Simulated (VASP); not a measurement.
# Sn3Te (Pm-3m) in VASP: a series of runs

Sn3Te is run at these levels: PBE, LDA; tasks: single point.

Program: VASP 6.6.1. These are calculated values, not measurements. Logs are shortened: lines on timing, memory, paths and dates and some standing lists are left out, and cuts for length are marked.

## (1) The cell of the first run

It takes space group Pm-3m (No. 221, cubic). The conventional cell has a = 4.766 Å, b = 4.766 Å, c = 4.766 Å, α = 90.00°, β = 90.00°, γ = 90.00°. Within 4.4 Å of Te (site symmetry m-3m) lie 12 Sn at 3.37 Å. Within 4.4 Å of Sn (site symmetry 4/mmm) lie 4 Te at 3.37 Å and 8 Sn at 3.37 Å.

## (2) Single point, PBE

INCAR

```
SYSTEM = Sn3Te
ALGO = Normal
EDIFF = 1E-6
ENCUT = 520
GGA = PE
ISIF = 2
ISMEAR = -1
LASPH = .True.
LCHARG = .False.
LREAL = .False.
LWAVE = .False.
NBANDS = 32
NELM = 60
PREC = Accurate
SIGMA = 0.05
```

KPOINTS

```
k-points
0
Gamma
  6 6 6
  0 0 0
```

POSCAR

```
Sn3Te
1.0
    4.7662957215      0.0000000000      0.0000000000
    0.0000000000      4.7662957215      0.0000000000
    0.0000000000      0.0000000000      4.7662957215
Te Sn
1 3
Direct
    0.0000000000      0.0000000000      0.0000000000
    0.0000000000      0.5000000000      0.5000000000
    0.5000000000      0.0000000000      0.5000000000
    0.5000000000      0.5000000000      0.0000000000
```

Potentials or basis: VASP PAW PBE potentials, release 64 (Te, Sn_d).

On the command line:

```bash
cat potpaw_PBE.64/Te/POTCAR potpaw_PBE.64/Sn_d/POTCAR > POTCAR
mpirun -np 1 vasp_std > vasp.out
```

OUTCAR:

```text
SYSTEM = Sn3Te
   EDIFF = 1E-6
   ENCUT = 520
   GGA = PE
   ISIF = 2
   ISMEAR = -1
   LASPH = .True.
   LREAL = .False.
   NELM = 60
   PREC = Accurate

 ion  position               nearest neighbor table
   1  0.000  0.000  0.000-   2 3.37   3 3.37   4 3.37   2 3.37   3 3.37   2 3.37   4 3.37   2 3.37
                             3 3.37   4 3.37   3 3.37   4 3.37
   2  0.000  0.500  0.500-   1 3.37   3 3.37   4 3.37   1 3.37   4 3.37   1 3.37   3 3.37   1 3.37
                             3 3.37   4 3.37   4 3.37   3 3.37
   3  0.500  0.000  0.500-   1 3.37   2 3.37   4 3.37   1 3.37   4 3.37   2 3.37   4 3.37   4 3.37
                             1 3.37   2 3.37   1 3.37   2 3.37
   4  0.500  0.500  0.000-   1 3.37   2 3.37   3 3.37   2 3.37   3 3.37   1 3.37   3 3.37   3 3.37
                             1 3.37   2 3.37   2 3.37   1 3.37

  LATTYP: Found a simple cubic cell.
 ALAT       =     4.7662957215

  Lattice vectors:

 A1 = (   4.7662957215,   0.0000000000,   0.0000000000)
 A2 = (   0.0000000000,   4.7662957215,   0.0000000000)
 A3 = (   0.0000000000,   0.0000000000,   4.7662957215)

Analysis of symmetry for initial positions (statically):
=====================================================================
 Subroutine PRICEL returns:
 Original cell was already a primitive cell.

 Routine SETGRP: Setting up the symmetry group for a
 simple cubic supercell.

 Subroutine GETGRP returns: Found 48 space group operations
 (whereof 48 operations were pure point group operations)
 out of a pool of 48 trial point group operations.

The static configuration has the point symmetry O_h .

Analysis of symmetry for dynamics (positions and initial velocities):
=====================================================================
 Subroutine PRICEL returns:
 Original cell was already a primitive cell.

 Routine SETGRP: Setting up the symmetry group for a
 simple cubic supercell.

 Subroutine GETGRP returns: Found 48 space group operations
 (whereof 48 operations were pure point group operations)
 out of a pool of 48 trial point group operations.

The dynamic configuration has the point symmetry O_h .

 Subroutine INISYM returns: Found 48 space group operations
 (whereof 48 operations are pure point group operations),
 and found     1 'primitive' translations

----------------------------------------------------------------------------------------

                                     Primitive cell

  volume of cell :     108.2787

  direct lattice vectors                    reciprocal lattice vectors
     4.766295721  0.000000000  0.000000000     0.209806537  0.000000000  0.000000000
     0.000000000  4.766295721  0.000000000     0.000000000  0.209806537  0.000000000
     0.000000000  0.000000000  4.766295721     0.000000000  0.000000000  0.209806537

  length of vectors
     4.766295721  4.766295721  4.766295721     0.209806537  0.209806537  0.209806537

  position of ions in fractional coordinates (direct lattice)
     0.000000000  0.000000000  0.000000000
     0.000000000  0.500000000  0.500000000
     0.500000000  0.000000000  0.500000000
     0.500000000  0.500000000  0.000000000

  ion indices of the primitive-cell ions
   primitive index   ion index
                 1           1
                 2           2
                 3           3
                 4           4

----------------------------------------------------------------------------------------

 KPOINTS: k-points

Automatic generation of k-mesh.
 Grid dimensions read from file:
 generate k-points for:    6    6    6

 Generating k-lattice:

  Cartesian coordinates                     Fractional coordinates (reciprocal lattice)
     0.034967756  0.000000000  0.000000000     0.166666667  0.000000000  0.000000000
     0.000000000  0.034967756  0.000000000     0.000000000  0.166666667  0.000000000
     0.000000000  0.000000000  0.034967756     0.000000000  0.000000000  0.166666667

  Length of vectors
     0.034967756  0.034967756  0.034967756

  Shift w.r.t. Gamma in fractional coordinates (k-lattice)
     0.000000000  0.000000000  0.000000000

 Subroutine IBZKPT returns following result:
 ===========================================

 Found     20 irreducible k-points:

 Following reciprocal coordinates:
            Coordinates               Weight
  0.000000  0.000000  0.000000      1.000000
  0.166667  0.000000  0.000000      6.000000
  0.333333  0.000000  0.000000      6.000000
  0.500000  0.000000  0.000000      3.000000
  0.166667  0.166667  0.000000     12.000000
  0.333333  0.166667  0.000000     24.000000
[... 12 lines left out ...]
  0.500000  0.500000  0.333333      6.000000
  0.500000  0.500000  0.500000      1.000000
   k-points           NKPTS =     20   k-points in BZ     NKDIM =     20   number of bands    NBANDS=     32
   number of dos      NEDOS =    301   number of ions     NIONS =      4
   total plane-waves  NPLWV =  46656
   dimension x,y,z NGX =    36 NGY =   36 NGZ =   36
   dimension x,y,z NGXF=    72 NGYF=   72 NGZF=   72
   ions per type =               1   3
   NGX,Y,Z   is equivalent  to a cutoff of  12.56, 12.56, 12.56 a.u.
   NGXF,Y,Z  is equivalent  to a cutoff of  25.11, 25.11, 25.11 a.u.
 SYSTEM =  Sn3Te
   PREC   = accura    normal or accurate (medium, high low for compatibility)
   ISTART =      0    job   : 0-new  1-cont  2-samecut
   ICHARG =      2    charge: 1-file 2-atom 10-const
   ISPIN  =      1    spin polarized calculation?
   LNONCOLLINEAR =      F non collinear calculations
   LSORBIT =      F    spin-orbit coupling
   LASPH  =      T    aspherical Exc in radial PAW
   ENCUT  =  520.0 eV  38.22 Ry    6.18 a.u.   8.86  8.86  8.86*2*pi/ulx,y,z
   NELM   =     60;   NELMIN=  2; NELMDL= -5     # of ELM steps
   EDIFF  = 0.1E-05   stopping-criterion for ELM
   LREAL  =      F    real-space projection
   EDIFFG = 0.1E-04   stopping-criterion for IOM
   NSW    =      0    number of steps for IOM
   IBRION =     -1    ionic relax: 0-MD 1-quasi-New 2-CG
   NFREE  =      0    steps in history (QN), initial steepest desc. (CG)
   ISIF   =      2    stress and relaxation
   ISYM   =      2    0-nonsym 1-usesym 2-fastsym
   POTIM  = 0.5000    time-step for ionic-motion
   TEBEG  =    0.0;   TEEND  =   0.0 temperature during run
   PSTRESS=    0.0 pullay stress
   NELECT =      48.0000    total number of electrons
   NUPDOWN=      -1.0000    fix difference up-down
   EMIN   =  10.00;   EMAX   =-10.00  energy-range for DOS
   EFERMI =   0.00;   METHOD = LEGACY
   ISMEAR =    -1;   SIGMA  =   0.05  broadening in eV -4-tet -1-fermi 0-gaus
   EFERMI_NEDOS =   21; number of points for ismear=-14 and -15
   IALGO  =     38    algorithm
   IMIX   =      4    mixing-type and parameters
     AMIX     =   0.40;   BMIX     =  1.00
     AMIX_MAG =   1.60;   BMIX_MAG =  1.00
  volume/ion in A,a.u.               =      27.07       182.68
  Fermi-wavevector in a.u.,A,eV,Ry     =   1.248267  2.358883 21.200207  1.558171
  Thomas-Fermi vector in A             =   2.382362
   LORBIT       =      0    0 simple, 1 ext, 2 COOP (PROOUT), +10 PAW based schemes
   GGA     = PE    functional components
   LHFCALC =     F    Hartree Fock is set to
   AEXX    =    0.0000 exact exchange contribution
   IVDW    =     0    specifies the selected vdW correction
   LEPSILON=     F    determine dielectric tensor
   LRPA    =     F    only Hartree local field effects (RPA)
 non-spin polarized calculation
  energy-cutoff  :      520.00
  volume of cell :      108.28
 maximum number of plane-waves:      2968
 NGX is ok and might be reduce to    36
   NGX = 17   NGY = 17   NGZ = 17

 number of electron      48.0000026 magnetization

 Free energy of the ion-electron system (eV)
  ---------------------------------------------------
  ext. energy  EPLUGINS =         0.00000000
  ---------------------------------------------------
  free energy    TOTEN  =       -14.29640459 eV

  energy without entropy =      -14.26970208  energy(sigma->0) =      -14.28305334

 E-fermi :   8.3743     XC(G=0): -10.3530

 val. band max:        8.3603571810   @ k =   0.3333   0.0000   0.0000
 cond. band min:       8.3927678859   @ k =   0.1667   0.0000   0.0000
 fundamental gap:      0.0324107049
 Fermi energy:         8.3743376535

 k-point     1 :       0.0000    0.0000    0.0000
  band No.  band energies     occupation
      1     -13.2873      2.00000
      2     -13.2873      2.00000
      3     -13.2873      2.00000
      4     -13.2549      2.00000
      5     -13.2549      2.00000
      6     -13.2450      2.00000
[... 24 lines left out ...]
     31      13.3081      0.00000
     32      13.6004      0.00000

 k-point     2 :       0.1667    0.0000    0.0000
  band No.  band energies     occupation
      1     -13.2846      2.00000
      2     -13.2740      2.00000
      3     -13.2740      2.00000
      4     -13.2540      2.00000
      5     -13.2471      2.00000
      6     -13.2359      2.00000
[... 24 lines left out ...]
     31      13.9848      0.00000
     32      14.3398      0.00000

 k-point     3 :       0.3333    0.0000    0.0000
  band No.  band energies     occupation
      1     -13.2786      2.00000
      2     -13.2523      2.00000
      3     -13.2404      2.00000
      4     -13.2404      2.00000
      5     -13.2272      2.00000
      6     -13.2128      2.00000
[... 24 lines left out ...]
     31      13.0177      0.00000
     32      14.1628      0.00000

 k-point     4 :       0.5000    0.0000    0.0000
  band No.  band energies     occupation
      1     -13.2752      2.00000
      2     -13.2515      2.00000
      3     -13.2190      2.00000
      4     -13.2190      2.00000
      5     -13.2119      2.00000
      6     -13.2059      2.00000
[... 24 lines left out ...]
     31      12.2073      0.00000
     32      14.5618      0.00000

 k-point     5 :       0.1667    0.1667    0.0000
  band No.  band energies     occupation
      1     -13.2753      2.00000
      2     -13.2687      2.00000
      3     -13.2673      2.00000
      4     -13.2497      2.00000
      5     -13.2389      2.00000
      6     -13.2267      2.00000
[... 444 lines left out ...]
     31      13.9121      0.00000
     32      15.3716      0.00000

 k-point    18 :       0.5000    0.3333    0.3333
  band No.  band energies     occupation
      1     -13.2627      2.00000
      2     -13.2531      2.00000
      3     -13.2470      2.00000
      4     -13.2334      2.00000
      5     -13.2262      2.00000
      6     -13.2114      2.00000
[... 24 lines left out ...]
     31      13.4688      0.00000
     32      16.2873      0.00000

 k-point    19 :       0.5000    0.5000    0.3333
  band No.  band energies     occupation
      1     -13.2684      2.00000
      2     -13.2504      2.00000
      3     -13.2504      2.00000
      4     -13.2437      2.00000
      5     -13.2172      2.00000
      6     -13.2160      2.00000
[... 24 lines left out ...]
     31      14.0920      0.00000
     32      16.4691      0.00000

 k-point    20 :       0.5000    0.5000    0.5000
  band No.  band energies     occupation
      1     -13.2750      2.00000
      2     -13.2525      2.00000
      3     -13.2525      2.00000
      4     -13.2525      2.00000
      5     -13.2222      2.00000
      6     -13.2222      2.00000
[... 24 lines left out ...]
     31      14.1909      0.00000
     32      16.5663      0.00000

------------------------ aborting loop because EDIFF is reached ----------------------------------------

  FORCE on cell =-STRESS in cart. coord.  units (eV):
  Direction    XX          YY          ZZ          XY          YZ          ZX
  --------------------------------------------------------------------------------------
  -------------------------------------------------------------------------------------
  Total        2.3313536      2.3313536      2.3313536      0.0000000      0.0000000      0.0000000
  in kB       34.4965586     34.4965586     34.4965586      0.0000000      0.0000000      0.0000000
  external PRESSURE =      34.4965586 kB  Pullay stress =       0.0000000 kB

 VOLUME and BASIS-vectors are now :
 -----------------------------------------------------------------------------
  energy-cutoff  :      520.00
  volume of cell :      108.28
      direct lattice vectors                 reciprocal lattice vectors
     4.766295721  0.000000000  0.000000000     0.209806537  0.000000000  0.000000000
     0.000000000  4.766295721  0.000000000     0.000000000  0.209806537  0.000000000
     0.000000000  0.000000000  4.766295721     0.000000000  0.000000000  0.209806537

 POSITION                                       TOTAL-FORCE (eV/Angst)
 -----------------------------------------------------------------------------------
      0.00000      0.00000      0.00000         0.000000      0.000000      0.000000
      0.00000      2.38315      2.38315         0.000000      0.000000      0.000000
      2.38315      0.00000      2.38315         0.000000      0.000000      0.000000
      2.38315      2.38315      0.00000         0.000000      0.000000      0.000000
 -----------------------------------------------------------------------------------
    total drift:                                0.000000      0.000000      0.000000

  FREE ENERGIE OF THE ION-ELECTRON SYSTEM (eV)
  ---------------------------------------------------
  free  energy   TOTEN  =       -14.2964045910 eV

  energy  without entropy=      -14.2697020845  energy(sigma->0) =      -14.28305334
```

It took 83 s on 1 thread of AMD EPYC 7R43 (Zen 3), shared host; peak memory 0.19 GiB.

What came out:

* Free energy: -14.2964 eV
* Pressure: 3.4 GPa
* Band gap on the k mesh: zero (band 24 reaches 11.49 eV, above the bottom of band 25 at 7.91 eV)

Levels at points of the mesh, in eV from the Fermi level:
| k point | band 21 | band 22 | band 23 | band 24 | band 25 | band 26 | band 27 | band 28 |
| --- | --- | --- | --- | --- | --- | --- | --- | --- |
| (0.00, 0.00, 0.00) | -4.48 | -4.48 | 0.44 | 0.44 | 0.44 | 2.01 | 2.01 | 2.01 |
| (0.50, 0.00, 0.00) | -3.29 | -1.88 | -1.88 | -1.59 | -0.47 | 2.14 | 2.43 | 2.53 |
| (0.50, 0.50, 0.00) | -1.97 | -1.88 | -1.88 | -0.65 | -0.16 | -0.16 | 0.07 | 3.71 |
| (0.50, 0.50, 0.50) | -5.53 | -5.53 | -4.62 | 3.11 | 3.11 | 3.11 | 5.73 | 5.73 |

Caveat: spin-orbit coupling is left out, which moves the levels of the heavy elements.

## (3) Single point, PBE

This run uses another cell than the first one, of 27.65 Å³/atom, 1.021 times its volume.

INCAR

```
ALGO = Normal
EDIFF = 1E-7
ENCUT = 520
GGA = PE
ISIF = 2
ISMEAR = -1
LASPH = T
LCHARG = T
LELF = T
LREAL = F
LVHAR = T
LWAVE = F
NBANDS = 32
NELM = 60
PREC = Accurate
SIGMA = 0.05
```

KPOINTS

```
k-points
0
Gamma
  6 6 6
```

POSCAR

```
Sn3Te
1.0
    4.7998622902      0.0000000000      0.0000000000
    0.0000000000      4.7998622902      0.0000000000
    0.0000000000      0.0000000000      4.7998622902
Te Sn
1 3
Direct
    0.0000000000      0.0000000000      0.0000000000
    0.0000000000      0.5000000000      0.5000000000
    0.5000000000      0.0000000000      0.5000000000
    0.5000000000      0.5000000000      0.0000000000
```

Potentials or basis: VASP PAW PBE potentials, release 64 (Te, Sn_d).

On the command line:

```bash
cat potpaw_PBE.64/Te/POTCAR potpaw_PBE.64/Sn_d/POTCAR > POTCAR
mpirun -np 1 vasp_std > vasp.out
```

It took 99 s on 1 thread of AMD EPYC 7R43 (Zen 3), shared host; peak memory 0.2 GiB.

The run converged. Its results:

* Free energy: -14.3382 eV
* Pressure: 2.3 GPa
* Band gap on the k mesh: zero (band 24 reaches 11.13 eV, above the bottom of band 25 at 7.69 eV)

Levels at points of the mesh, in eV from the Fermi level:
```csv
k point,band 21,band 22,band 23,band 24,band 25,band 26,band 27,band 28
"(0.00, 0.00, 0.00)",-4.38,-4.38,0.43,0.43,0.43,1.98,1.98,1.98
"(0.50, 0.00, 0.00)",-3.22,-1.82,-1.82,-1.56,-0.42,2.04,2.32,2.47
"(0.50, 0.50, 0.00)",-1.94,-1.90,-1.90,-0.66,-0.14,-0.14,0.09,3.62
"(0.50, 0.50, 0.50)",-5.40,-5.40,-4.51,3.02,3.02,3.02,5.61,5.61
```

Caveat: spin-orbit coupling is left out, which moves the levels of the heavy elements.

(Continued in part 2 of 2.)
